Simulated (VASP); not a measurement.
# Cu (Fm-3m) in VASP: further runs

Cu is run at these levels: r2SCAN; tasks: relaxation of cell and atoms.

All numbers are computed with VASP 6.6.1; they aren't measurements. Logs are shortened: lines on timing, memory, paths and dates and some standing lists are left out, and cuts for length are marked.

## 1. The cell of the first run

Symmetry: Fm-3m, No. 225, cubic system. The conventional cell has a = 3.459 Å, b = 3.459 Å, c = 3.459 Å, α = 90.00°, β = 90.00°, γ = 90.00°. Cu (site symmetry m-3m) has 12 Cu at 2.45 Å within 3.2 Å.

## 2. Relaxation of cell and atoms, r2SCAN, target pressure 21.1 GPa, at which the enthalpy is minimised

File POSCAR:

```
Cu
1.0
    0.0000000000      1.7294333652      1.7294333652
    1.7294333652      0.0000000000      1.7294333652
    1.7294333652      1.7294333652      0.0000000000
Cu
1
Direct
    0.0000000000      0.0000000000      0.0000000000
```

File INCAR.step1:

```
PREC = Accurate
ENCUT = 600
ISMEAR = 0
SIGMA = 0.1
LREAL = F
LASPH = T
NELM = 80
GGA = PE
ALGO = Normal
EDIFF = 1E-4
LWAVE = T
LCHARG = F
```

File INCAR.step2:

```
PREC = Accurate
ENCUT = 600
EDIFF = 1E-7
ISMEAR = 0
SIGMA = 0.1
LREAL = F
LASPH = T
NELM = 80
ALGO = Normal
ISIF = 3
LWAVE = F
LCHARG = F
METAGGA = R2SCAN
LMIXTAU = T
IBRION = 2
NSW = 100
EDIFFG = -0.002
PSTRESS = 211.0
ISTART = 1
```

File KPOINTS:

```
Automatic mesh
0
Gamma
  20 20 20
```

Potentials or basis: VASP PAW PBE potentials, release 64 (Cu).

Command:

```sh
> cat potpaw_PBE.64/Cu/POTCAR > POTCAR
> cp INCAR.step1 INCAR
> mpirun -np 1 vasp_std > vasp.out
> cp INCAR.step2 INCAR
> mpirun -np 1 vasp_std > vasp.out
```

OUTCAR:

```text
PREC = Accurate
   ENCUT = 600
   EDIFF = 1E-7
   ISMEAR = 0
   LREAL = F
   LASPH = T
   NELM = 80
   ISIF = 3
   METAGGA = R2SCAN
   IBRION = 2
   NSW = 100
   EDIFFG = -0.002
   PSTRESS = 211.0
   ISTART = 1

 ion  position               nearest neighbor table
   1  0.000  0.000  0.000-

  LATTYP: Found a face centered cubic cell.
 ALAT       =     3.4588667304

  Lattice vectors:

 A1 = (   0.0000000000,   1.7294333652,   1.7294333652)
 A2 = (   1.7294333652,   0.0000000000,   1.7294333652)
 A3 = (   1.7294333652,   1.7294333652,   0.0000000000)

Analysis of symmetry for initial positions (statically):
=====================================================================
 Subroutine PRICEL returns:
 Original cell was already a primitive cell.

 Routine SETGRP: Setting up the symmetry group for a
 face centered cubic supercell.

 Subroutine GETGRP returns: Found 48 space group operations
 (whereof 48 operations were pure point group operations)
 out of a pool of 48 trial point group operations.

The static configuration has the point symmetry O_h .

Analysis of symmetry for dynamics (positions and initial velocities):
=====================================================================
 Subroutine PRICEL returns:
 Original cell was already a primitive cell.

 Routine SETGRP: Setting up the symmetry group for a
 face centered cubic supercell.

 Subroutine GETGRP returns: Found 48 space group operations
 (whereof 48 operations were pure point group operations)
 out of a pool of 48 trial point group operations.

The dynamic configuration has the point symmetry O_h .

 Subroutine INISYM returns: Found 48 space group operations
 (whereof 48 operations are pure point group operations),
 and found     1 'primitive' translations

----------------------------------------------------------------------------------------

                                     Primitive cell

  volume of cell :      10.3453

  direct lattice vectors                    reciprocal lattice vectors
     0.000000000  1.729433365  1.729433365    -0.289112035  0.289112035  0.289112035
     1.729433365  0.000000000  1.729433365     0.289112035 -0.289112035  0.289112035
     1.729433365  1.729433365  0.000000000     0.289112035  0.289112035 -0.289112035

  length of vectors
     2.445788120  2.445788120  2.445788120     0.500756734  0.500756734  0.500756734

  position of ions in fractional coordinates (direct lattice)
     0.000000000  0.000000000  0.000000000

  ion indices of the primitive-cell ions
   primitive index   ion index
                 1           1

----------------------------------------------------------------------------------------

 KPOINTS: Automatic mesh

Automatic generation of k-mesh.
 Grid dimensions read from file:
 generate k-points for:   20   20   20

 Generating k-lattice:

  Cartesian coordinates                     Fractional coordinates (reciprocal lattice)
    -0.014455602  0.014455602  0.014455602     0.050000000  0.000000000  0.000000000
     0.014455602 -0.014455602  0.014455602     0.000000000  0.050000000  0.000000000
     0.014455602  0.014455602 -0.014455602     0.000000000  0.000000000  0.050000000

  Length of vectors
     0.025037837  0.025037837  0.025037837

  Shift w.r.t. Gamma in fractional coordinates (k-lattice)
     0.000000000  0.000000000  0.000000000

 Subroutine IBZKPT returns following result:
 ===========================================

 Found    256 irreducible k-points:

 Following reciprocal coordinates:
            Coordinates               Weight
  0.000000  0.000000  0.000000      1.000000
  0.050000  0.000000  0.000000      8.000000
  0.100000  0.000000  0.000000      8.000000
  0.150000  0.000000  0.000000      8.000000
  0.200000  0.000000  0.000000      8.000000
  0.250000  0.000000  0.000000      8.000000
[... 16 lines left out ...]
 -0.400000  0.050000  0.000000     24.000000
 -0.350000  0.050000  0.000000     24.000000
 [... further k-points ...]
   k-points           NKPTS =    256   k-points in BZ     NKDIM =    256   number of bands    NBANDS=      9
   number of dos      NEDOS =    301   number of ions     NIONS =      1
   total plane-waves  NPLWV =   8000
   dimension x,y,z NGX =    20 NGY =   20 NGZ =   20
   dimension x,y,z NGXF=    40 NGYF=   40 NGZF=   40
   ions per type =               1
   NGX,Y,Z   is equivalent  to a cutoff of  13.59, 13.59, 13.59 a.u.
   NGXF,Y,Z  is equivalent  to a cutoff of  27.19, 27.19, 27.19 a.u.
 SYSTEM =  unknown system
   PREC   = accura    normal or accurate (medium, high low for compatibility)
   ISTART =      1    job   : 0-new  1-cont  2-samecut
   ICHARG =      0    charge: 1-file 2-atom 10-const
   ISPIN  =      1    spin polarized calculation?
   LNONCOLLINEAR =      F non collinear calculations
   LSORBIT =      F    spin-orbit coupling
   LASPH  =      T    aspherical Exc in radial PAW
   ENCUT  =  600.0 eV  44.10 Ry    6.64 a.u.   4.88  4.88  4.88*2*pi/ulx,y,z
   NELM   =     80;   NELMIN=  2; NELMDL=  0     # of ELM steps
   EDIFF  = 0.1E-06   stopping-criterion for ELM
   LREAL  =      F    real-space projection
   EDIFFG = -.2E-02   stopping-criterion for IOM
   NSW    =    100    number of steps for IOM
   IBRION =      2    ionic relax: 0-MD 1-quasi-New 2-CG
   NFREE  =      1    steps in history (QN), initial steepest desc. (CG)
   ISIF   =      3    stress and relaxation
   ISYM   =      2    0-nonsym 1-usesym 2-fastsym
   POTIM  = 0.5000    time-step for ionic-motion
   TEBEG  =    0.0;   TEEND  =   0.0 temperature during run
   PSTRESS=  211.0 pullay stress
   NELECT =      11.0000    total number of electrons
   NUPDOWN=      -1.0000    fix difference up-down
   EMIN   =  10.00;   EMAX   =-10.00  energy-range for DOS
   EFERMI =   0.00;   METHOD = LEGACY
   ISMEAR =     0;   SIGMA  =   0.10  broadening in eV -4-tet -1-fermi 0-gaus
   EFERMI_NEDOS =   21; number of points for ismear=-14 and -15
   IALGO  =     38    algorithm
   IMIX   =      4    mixing-type and parameters
     AMIX     =   0.40;   BMIX     =  1.00
     AMIX_MAG =   1.60;   BMIX_MAG =  1.00
  volume/ion in A,a.u.               =      10.35        69.81
  Fermi-wavevector in a.u.,A,eV,Ry     =   1.670931  3.157602 37.987616  2.792011
  Thomas-Fermi vector in A             =   2.756342
   LORBIT       =      0    0 simple, 1 ext, 2 COOP (PROOUT), +10 PAW based schemes
   METAGGA = R2SCAN    functional components
   LHFCALC =     F    Hartree Fock is set to
   AEXX    =    0.0000 exact exchange contribution
   IVDW    =     0    specifies the selected vdW correction
   LEPSILON=     F    determine dielectric tensor
   LRPA    =     F    only Hartree local field effects (RPA)
 conjugate gradient relaxation of ions
 non-spin polarized calculation
 Gauss-broadening in eV      SIGMA  =   0.10
  energy-cutoff  :      600.00
  volume of cell :       10.35
 maximum number of plane-waves:       360
   NGX =  9   NGY =  9   NGZ =  9

--------------------------------------- Ionic step        1  -------------------------------------------

 number of electron      10.9999990 magnetization

 Free energy of the ion-electron system (eV)
  ---------------------------------------------------
  ext. energy  EPLUGINS =         0.00000000
  ---------------------------------------------------
  free energy    TOTEN  =       -10.75737849 eV

  energy without entropy =      -10.75625972  energy(sigma->0) =      -10.75681910

------------------------ aborting loop because EDIFF is reached ----------------------------------------

  FORCE on cell =-STRESS in cart. coord.  units (eV):
  Direction    XX          YY          ZZ          XY          YZ          ZX
  --------------------------------------------------------------------------------------
  -------------------------------------------------------------------------------------
  Total        1.4090750      1.4090750      1.4090750      0.0000000      0.0000000      0.0000000
  in kB      218.2243505    218.2243505    218.2243505      0.0000000      0.0000000      0.0000000
  external PRESSURE =       7.2243505 kB  Pullay stress =     211.0000000 kB
[... 96 lines left out ...]
  enthalpy is  TOTEN    =        -9.3950349691 eV   P V=        1.3669889379

--------------------------------------- Ionic step        4  -------------------------------------------

 number of electron      10.9999989 magnetization

 Free energy of the ion-electron system (eV)
  ---------------------------------------------------
  ext. energy  EPLUGINS =         0.00000000
  ---------------------------------------------------
  free energy    TOTEN  =       -10.76136857 eV

  energy without entropy =      -10.76024637  energy(sigma->0) =      -10.76080747

 E-fermi :   9.0988     XC(G=0): -14.6383

 val. band max:        9.0578695021   @ k =   0.5000   0.3000   0.1500
 cond. band min:       9.1230910080   @ k =   0.5000   0.2500   0.1000
 fundamental gap:      0.0652215059
 Fermi energy:         9.0988307096

 k-point     1 :       0.0000    0.0000    0.0000
  band No.  band energies     occupation
      1      -1.6325      2.00000
      2       5.5281      2.00000
      3       5.5281      2.00000
      4       5.5281      2.00000
      5       6.5302      2.00000
      6       6.5302      2.00000
      7      33.5520      0.00000
      8      37.6459      0.00000
      9      37.6460      0.00000
[... 265 lines left out ...]
 k-point    24 :      -0.3500    0.0500    0.0000
  band No.  band energies     occupation
      1       2.5997      2.00000
      2       5.5428      2.00000
      3       5.5934      2.00000
      4       5.7089      2.00000
      5       6.9287      2.00000
      6       7.2701      2.00000
      7      17.5698      0.00000
      8      31.2150      0.00000
      9      33.8239      0.00000

 [... further k-points ...]
[... 5 lines left out ...]
  --------------------------------------------------------------------------------------
  -------------------------------------------------------------------------------------
  Total        1.3681392      1.3681392      1.3681392      0.0000000     -0.0000000      0.0000000
  in kB      211.2787824    211.2787824    211.2787824      0.0000000     -0.0000000      0.0000000
  external PRESSURE =       0.2787824 kB  Pullay stress =     211.0000000 kB
[... 16 lines left out ...]
  FREE ENERGIE OF THE ION-ELECTRON SYSTEM (eV)
  ---------------------------------------------------
  free  energy   TOTEN  =       -10.7613685722 eV

  energy  without entropy=      -10.7602463707  energy(sigma->0) =      -10.76080747

  enthalpy is  TOTEN    =        -9.3950346162 eV   P V=        1.3663339559

 reached required accuracy - stopping structural energy minimisation
```

Run time: 6.7 min. Hardware: 1 thread of Intel Xeon 8259CL, shared host; peak memory 0.16 GiB.

Results:

| Property | Result |
| --- | --- |
| Free energy | -10.7614 eV |
| Relaxed volume | 10.37 Å³/atom |
| Relaxed cell | a = 2.448 Å, b = 2.448 Å, c = 2.448 Å, α = 60.00°, β = 60.00°, γ = 60.00° |
| Space group after relaxing (to 0.1 Å) | Fm-3m (No. 225) |
| Energy change on relaxing (the run minimises the enthalpy) | -4.0 meV/atom |
| Ionic steps | 4 |
| Pressure after relaxing | 21.1 GPa |
| Band gap on the k mesh | zero (an odd number of electrons rules out a gap without spin polarisation) |

The path:
| step | energy change (eV) | largest force (eV/Å) | pressure (GPa) | volume (Å³) |
| --- | --- | --- | --- | --- |
| 1 | 0.0000 | 0.0000 | 21.82 | 10.35 |
| 2 | -0.0092 | 0.0000 | 20.10 | 10.42 |
| 3 | -0.0046 | 0.0000 | 20.98 | 10.38 |
| 4 | -0.0040 | 0.0000 | 21.13 | 10.37 |

Final structure:
```yaml
crystal:
  lattice:
    - [0.00000, 1.73108, 1.73108]
    - [1.73108, 0.00000, 1.73108]
    - [1.73108, 1.73108, 0.00000]
  atoms:
    - { symbol: Cu, position: [0.00000, 0.00000, 0.00000] }
```

Levels at points of the mesh, in eV from the Fermi level:
| k point | band 4 | band 5 | band 6 | band 7 | band 8 | band 9 |
| --- | --- | --- | --- | --- | --- | --- |
| (0.00, 0.00, 0.00) | -3.57 | -2.57 | -2.57 | 24.45 | 28.55 | 28.55 |
| (0.50, 0.00, 0.00) | -1.85 | -1.85 | -1.45 | 4.70 | 22.89 | 25.32 |
| (0.50, 0.50, 0.00) | -1.67 | -1.67 | 1.51 | 8.40 | 14.86 | 14.86 |

Caveat: the cell is relaxed towards a set pressure, so the run minimises the enthalpy, not the energy; the PAW data sets were made with another functional, which shifts forces and pressure a little.

## 3. Relaxation of cell and atoms, r2SCAN, target pressure 21.1 GPa, at which the enthalpy is minimised

This run uses another cell than the first one, of 11.81 Å³/atom.

File POSCAR:

```
Cu
1.0
    0.0000000000      1.8075000000      1.8075000000
    1.8075000000      0.0000000000      1.8075000000
    1.8075000000      1.8075000000      0.0000000000
Cu
1
Direct
    0.0000000000      0.0000000000      0.0000000000
```

File INCAR.step1:

```
SYSTEM = Cu
PREC = Accurate
ENCUT = 600
ISMEAR = 0
SIGMA = 0.1
LREAL = .FALSE.
LASPH = .TRUE.
NELM = 100
GGA = PE
ALGO = Normal
EDIFF = 1E-4
LWAVE = .TRUE.
LCHARG = .FALSE.
```

File INCAR.step2:

```
SYSTEM = Cu
PREC = Accurate
ENCUT = 600
EDIFF = 1E-7
ISMEAR = 0
SIGMA = 0.1
LREAL = .FALSE.
LASPH = .TRUE.
NELM = 100
ALGO = Normal
ISIF = 3
LWAVE = .FALSE.
LCHARG = .FALSE.
METAGGA = R2SCAN
LMIXTAU = .TRUE.
IBRION = 2
NSW = 100
EDIFFG = -0.002
PSTRESS = 211.0
ISTART = 1
```

File KPOINTS:

```
regular mesh
0
G
  20 20 20
  0 0 0
```

Potentials or basis: VASP PAW PBE potentials, release 64 (Cu).

Command:

```sh
> cat potpaw_PBE.64/Cu/POTCAR > POTCAR
> cp INCAR.step1 INCAR
> mpirun -np 1 vasp_std > vasp.out
> cp INCAR.step2 INCAR
> mpirun -np 1 vasp_std > vasp.out
```

Wall time 13 min (1 thread of Intel Xeon 8259CL, shared host); peak memory 0.17 GiB.

The run converged. Its results:

| Quantity | Value |
| --- | --- |
| Free energy | -10.7623 eV |
| Relaxed volume | 10.37 Å³/atom |
| Relaxed cell | a = 2.448 Å, b = 2.448 Å, c = 2.448 Å, α = 60.00°, β = 60.00°, γ = 60.00° |
| Space group after relaxing (to 0.1 Å) | Fm-3m (No. 225) |
| Energy change on relaxing (the run minimises the enthalpy) | +62.1 meV/atom |
| Ionic steps | 8 |
| Pressure after relaxing | 21.1 GPa |
| Band gap on the k mesh | zero (an odd number of electrons rules out a gap without spin polarisation) |

Step by step:
| step | energy change (eV) | largest force (eV/Å) | pressure (GPa) | volume (Å³) |
| --- | --- | --- | --- | --- |
| 1 | 0.0000 | 0.0000 | -4.23 | 11.81 |
| 2 | 0.4820 | 0.0000 | 77.66 | 8.90 |
| 3 | 0.0557 | 0.0000 | 19.87 | 10.42 |
| 4 | 0.0607 | 0.0000 | 20.82 | 10.38 |
| 5 | 0.0644 | 0.0000 | 21.52 | 10.35 |
| 6 | 0.0596 | 0.0000 | 20.62 | 10.39 |
| 7 | 0.0617 | 0.0000 | 21.02 | 10.37 |
| 8 | 0.0621 | 0.0000 | 21.11 | 10.37 |

Final structure:
```yaml
crystal:
  lattice:
    - [0.00000, 1.73082, 1.73082]
    - [1.73082, 0.00000, 1.73082]
    - [1.73082, 1.73082, 0.00000]
  atoms:
    - { symbol: Cu, position: [0.00000, 0.00000, 0.00000] }
```

Levels at points of the mesh, in eV from the Fermi level:
```csv
k point,band 3,band 4,band 5,band 6,band 7,band 8,band 9
"(0.00, 0.00, 0.00)",-3.57,-3.57,-2.57,-2.57,24.46,28.56,28.56
"(0.50, 0.00, 0.00)",-3.63,-1.85,-1.85,-1.45,4.71,22.89,25.33
"(0.50, 0.50, 0.00)",-1.89,-1.67,-1.67,1.51,8.41,14.86,14.86
```

Caveat: the cell is relaxed towards a set pressure, so the run minimises the enthalpy, not the energy; the PAW data sets were made with another functional, which shifts forces and pressure a little.
